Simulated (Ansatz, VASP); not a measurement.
One calculation of MgS, two programs

```
CELL_PARAMETERS angstrom
0.00000 2.63589 2.63589
2.63589 0.00000 2.63589
2.63589 2.63589 0.00000
ATOMIC_POSITIONS crystal
Mg 0.00000 0.00000 0.00000
S 0.50000 0.50000 0.50000
```

Change from the starting cell: volume scaled by 1.04, crystal datasets.

Alike in both runs: task electric field gradients; functional PBEsol; k mesh 10 × 10 × 10; occupations fermi-dirac, width 0.03 eV; no spin polarisation.

```csv
,VASP,Ansatz
version,VASP 6.6.1,Ansatz 0.2.0
potentials or method,"VASP PAW PBE potentials, release 64 (Mg, S), cutoff 520 eV","all-electron PAW with datasets made for the crystal, scalar-relativistic"
```

```csv
,VASP,Ansatz,Ansatz less VASP
gap on the k mesh at the Fermi level (eV),2.62,2.62,+0.002
pressure (GPa),-3.8,-3.6,+0.18
```

VASP's potentials were made for PBE, not for PBEsol. Ansatz ran all-electron here, and VASP with PAW potentials.
